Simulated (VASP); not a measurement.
# Ti (P6/mmm) in VASP: a series of runs, part 2 of 2

VASP 6.6.1. Earlier steps stand in the parts before.

## 3. Single point, r2SCAN

This run uses another cell than the first one, of 18.52 Å³/atom.

Input file POSCAR:

```
Ti
1.0
    4.7122391134      0.0000000000      0.0000000000
   -2.3561195567      4.0809220002      0.0000000000
    0.0000000000      0.0000000000      2.8888074565
Ti
3
Direct
    0.0000000000      0.0000000000      0.0000000000
    0.3333333333      0.6666666667      0.5000000000
    0.6666666667      0.3333333333      0.5000000000
```

Input file INCAR.step1:

```
ALGO     = Normal         # electronic algorithm
EDIFF    = 1E-4           # SCF threshold, eV
ENCUT    = 520            # plane-wave cutoff, eV
GGA      = PE             # functional
ISMEAR   = -1             # smearing method
LASPH    = True           # aspherical terms in the spheres
LCHARG   = False          # write CHGCAR
LREAL    = False          # projectors in reciprocal space
LWAVE    = True           # write WAVECAR
NBANDS   = 25             # bands
NELM     = 80             # most SCF steps
PREC     = Accurate       # precision mode
SIGMA    = 0.1            # smearing width, eV
```

Input file INCAR.step2:

```
ALGO     = Normal         # electronic algorithm
EDIFF    = 1E-7           # SCF threshold, eV
ENCUT    = 520            # plane-wave cutoff, eV
ISIF     = 2              # what is computed and relaxed
ISMEAR   = -1             # smearing method
ISTART   = 1            
LASPH    = True           # aspherical terms in the spheres
LCHARG   = False          # write CHGCAR
LMIXTAU  = True         
LREAL    = False          # projectors in reciprocal space
LWAVE    = False          # write WAVECAR
METAGGA  = R2SCAN         # meta-GGA
NBANDS   = 25             # bands
NELM     = 80             # most SCF steps
PREC     = Accurate       # precision mode
SIGMA    = 0.1            # smearing width, eV
```

Input file KPOINTS:

```
k-points
0
Gamma
  9 9 12
```

Potentials or basis: VASP PAW PBE potentials, release 64 (Ti_sv).

Launch:

```sh
$ cat potpaw_PBE.64/Ti_sv/POTCAR > POTCAR
$ cp INCAR.step1 INCAR
$ mpirun -np 1 vasp_std > vasp.out
$ cp INCAR.step2 INCAR
$ mpirun -np 1 vasp_std > vasp.out
```

It took 3.4 min on 1 thread of Intel Xeon 6975P-C (Granite Rapids), shared host; peak memory 0.23 GiB.

Results (log left out):

| Property | Result |
| --- | --- |
| Free energy | -38.8252 eV |
| Pressure | -8.2 GPa |
| Band gap on the k mesh | zero (bands 18 and 19 overlap by 0.17 eV) |

Stress tensor (GPa, compression positive):
```
-8.50  0.00  0.00
 0.00 -8.50  0.00
 0.00  0.00 -7.47
```

Levels at points of the mesh, in eV from the Fermi level:
| k point | band 15 | band 16 | band 17 | band 18 | band 19 | band 20 | band 21 | band 22 |
| --- | --- | --- | --- | --- | --- | --- | --- | --- |
| (0.00, 0.00, 0.00) | -0.74 | -0.74 | -0.73 | -0.73 | -0.03 | 0.75 | 1.35 | 1.35 |
| (0.00, 0.00, 0.50) | -1.89 | -1.89 | -1.55 | -1.55 | 1.07 | 1.07 | 1.29 | 1.29 |

Caveat: the cell stands under tension; the PAW data sets were made with another functional, which shifts forces and pressure a little.

## 4. Single point, r2SCAN

This run uses another cell than the first one, of 18.95 Å³/atom.

Input file POSCAR:

```
Ti
1.0
    4.7484885311      0.0000000000      0.0000000000
   -2.3742442655      4.1123149415      0.0000000000
    0.0000000000      0.0000000000      2.9110299256
Ti
3
Direct
    0.0000000000      0.0000000000      0.0000000000
    0.3333333333      0.6666666667      0.5000000000
    0.6666666667      0.3333333333      0.5000000000
```

Input file INCAR.step1:

```
SYSTEM = Ti
  PREC = Accurate
  ENCUT = 520
  ISMEAR = -1
  SIGMA = 0.1
  LREAL = .FALSE.
  LASPH = .TRUE.
  NELM = 100
  NBANDS = 25
  GGA = PE
  ALGO = Normal
  EDIFF = 1E-4
  LWAVE = .TRUE.
  LCHARG = .FALSE.
```

Input file INCAR.step2:

```
SYSTEM = Ti
  PREC = Accurate
  ENCUT = 520
  EDIFF = 1E-7
  ISMEAR = -1
  SIGMA = 0.1
  LREAL = .FALSE.
  LASPH = .TRUE.
  NELM = 100
  ALGO = Normal
  ISIF = 2
  LWAVE = .FALSE.
  LCHARG = .FALSE.
  METAGGA = R2SCAN
  LMIXTAU = .TRUE.
  NBANDS = 25
  ISTART = 1
```

Input file KPOINTS:

```
Automatic mesh
0
G
  9 9 12
  0 0 0
```

Launch:

```sh
$ cat potpaw_PBE.64/Ti_sv/POTCAR > POTCAR
$ cp INCAR.step1 INCAR
$ mpirun -np 1 vasp_std > vasp.out
$ cp INCAR.step2 INCAR
$ mpirun -np 1 vasp_std > vasp.out
```

It took 3.4 min on 1 thread of Intel Xeon 6975P-C (Granite Rapids), shared host; peak memory 0.24 GiB.

The run converged. Its results:

```yaml
Free_energy: -38.7523 eV
Pressure: -10.1 GPa
Band_gap_on_the_k_mesh: zero (bands 18 and 19 overlap by 0.18 eV)
```

Stress tensor (GPa, compression positive):
```
-10.35   0.00   0.00
  0.00 -10.35   0.00
  0.00   0.00  -9.48
```

Levels at points of the mesh, in eV from the Fermi level:
```tsv
k point	band 16	band 17	band 18	band 19	band 20	band 21
(0.00, 0.00, 0.00)	-0.73	-0.72	-0.72	-0.03	0.73	1.32
(0.00, 0.00, 0.50)	-1.82	-1.50	-1.50	1.05	1.05	1.25
```

Caveat: the cell stands under tension; the PAW data sets were made with another functional, which shifts forces and pressure a little.

## 5. Single point, r2SCAN

This run uses another cell than the first one, of 15.50 Å³/atom.

Input file POSCAR:

```
Ti
1.0
    4.4412511692      0.0000000000      0.0000000000
   -2.2206255846      3.8462393712      0.0000000000
    0.0000000000      0.0000000000      2.7226800646
Ti
3
Direct
    0.0000000000      0.0000000000      0.0000000000
    0.3333333333      0.6666666667      0.5000000000
    0.6666666667      0.3333333333      0.5000000000
```

Input file INCAR.step1:

```
SYSTEM = Ti
ALGO = Normal
EDIFF = 1E-4
ENCUT = 520
GGA = PE
ISMEAR = -1
LASPH = .True.
LCHARG = .False.
LREAL = .False.
LWAVE = .True.
NBANDS = 25
NELM = 60
PREC = Accurate
SIGMA = 0.1
```

Input file INCAR.step2:

```
SYSTEM = Ti
ALGO = Normal
EDIFF = 1E-6
ENCUT = 520
ISIF = 2
ISMEAR = -1
ISTART = 1
LASPH = .True.
LCHARG = .False.
LMIXTAU = .True.
LREAL = .False.
LWAVE = .False.
METAGGA = R2SCAN
NBANDS = 25
NELM = 60
PREC = Accurate
SIGMA = 0.1
```

Input file KPOINTS:

```
k-points
0
Gamma
  9 9 12
  0 0 0
```

Launch:

```sh
$ cat potpaw_PBE.64/Ti_sv/POTCAR > POTCAR
$ cp INCAR.step1 INCAR
$ mpirun -np 1 vasp_std > vasp.out
$ cp INCAR.step2 INCAR
$ mpirun -np 1 vasp_std > vasp.out
```

It took 2.5 min on 1 thread of Intel Xeon 6975P-C (Granite Rapids), shared host; peak memory 0.21 GiB.

The run converged. Its results:

```
Free energy            : -38.7471 eV
Pressure               : 13.6 GPa
Band gap on the k mesh : zero (bands 18 and 19 overlap by 0.28 eV)
```

Stress tensor (GPa, compression positive):
```
12.51  0.00  0.00
 0.00 12.51  0.00
 0.00  0.00 15.68
```

Levels at points of the mesh, in eV from the Fermi level:
| k point | band 16 | band 17 | band 18 | band 19 | band 20 | band 21 |
| --- | --- | --- | --- | --- | --- | --- |
| (0.00, 0.00, 0.00) | -0.81 | -0.77 | -0.77 | 0.02 | 0.86 | 1.59 |
| (0.00, 0.00, 0.50) | -2.00 | -2.00 | -1.85 | 1.19 | 1.19 | 1.60 |

Caveat: the cell stands under pressure; the PAW data sets were made with another functional, which shifts forces and pressure a little.

## 6. Single point, r2SCAN

This run uses another cell than the first one, of 15.93 Å³/atom.

Input file POSCAR:

```
Ti
1.0
    4.4819988689      0.0000000000      0.0000000000
   -2.2409994344      3.8815279421      0.0000000000
    0.0000000000      0.0000000000      2.7476601761
Ti
3
Direct
    0.0000000000      0.0000000000      0.0000000000
    0.3333333333      0.6666666667      0.5000000000
    0.6666666667      0.3333333333      0.5000000000
```

Input file INCAR.step1:

```
PREC = Accurate
ENCUT = 520
ISMEAR = -1
SIGMA = 0.1
LREAL = False
LASPH = True
NELM = 100
NBANDS = 25
GGA = PE
ALGO = Normal
EDIFF = 1E-4
LWAVE = True
LCHARG = False
```

Input file INCAR.step2:

```
PREC = Accurate
ENCUT = 520
EDIFF = 1E-7
ISMEAR = -1
SIGMA = 0.1
LREAL = False
LASPH = True
NELM = 100
ALGO = Normal
ISIF = 2
LWAVE = False
LCHARG = False
METAGGA = R2SCAN
LMIXTAU = True
NBANDS = 25
ISTART = 1
```

Input file KPOINTS:

```
Automatic mesh
0
Gamma
  9 9 12
```

Potentials or basis: VASP PAW PBE potentials, release 64 (Ti_sv).

Launch:

```sh
$ cat potpaw_PBE.64/Ti_sv/POTCAR > POTCAR
$ cp INCAR.step1 INCAR
$ mpirun -np 1 vasp_std > vasp.out
$ cp INCAR.step2 INCAR
$ mpirun -np 1 vasp_std > vasp.out
```

Run time: 2.9 min. Hardware: 1 thread of Intel Xeon 6975P-C (Granite Rapids), shared host; peak memory 0.21 GiB.

Results (log left out):

| Property | Result |
| --- | --- |
| Free energy | -38.8402 eV |
| Pressure | 9.3 GPa |
| Band gap on the k mesh | zero (bands 18 and 19 overlap by 0.23 eV) |

Stress tensor (GPa, compression positive):
```
 8.42  0.00  0.00
 0.00  8.42  0.00
 0.00  0.00 11.15
```

Levels at points of the mesh, in eV from the Fermi level:
| k point | band 15 | band 16 | band 17 | band 18 | band 19 | band 20 | band 21 | band 22 |
| --- | --- | --- | --- | --- | --- | --- | --- | --- |
| (0.00, 0.00, 0.00) | -0.80 | -0.80 | -0.76 | -0.76 | 0.02 | 0.84 | 1.55 | 1.55 |
| (0.00, 0.00, 0.50) | -2.31 | -1.92 | -1.92 | -1.87 | 1.18 | 1.18 | 1.55 | 1.55 |

Caveat: the cell stands under pressure; the PAW data sets were made with another functional, which shifts forces and pressure a little.

## 7. The runs side by side

```tsv
cell	gap on the mesh (eV)	pressure (GPa)
a = 4.675, b = 4.675, c = 2.866 Å, angles 90.0, 90.0, 120.0°, 3 atoms	none	-6.0
a = 4.712, b = 4.712, c = 2.889 Å, angles 90.0, 90.0, 120.0°, 3 atoms	none	-8.2
a = 4.748, b = 4.748, c = 2.911 Å, angles 90.0, 90.0, 120.0°, 3 atoms	none	-10.1
a = 4.441, b = 4.441, c = 2.723 Å, angles 90.0, 90.0, 120.0°, 3 atoms	none	13.6
a = 4.482, b = 4.482, c = 2.748 Å, angles 90.0, 90.0, 120.0°, 3 atoms	none	9.3
```

Alike in all rows: task single point; level r2SCAN; potentials or basis VASP PAW PBE potentials, release 64 (Ti_sv); no spin polarisation; k mesh 9 × 9 × 12; cutoff (eV) 520; smearing fermi-dirac 0.1 eV.

Caveats: the PAW data sets were made with another functional, which shifts forces and pressure a little; the cell stands under tension (at least some runs); the cell stands under pressure (at least some runs).

Absolute energies hang on the potentials; compare differences alone.
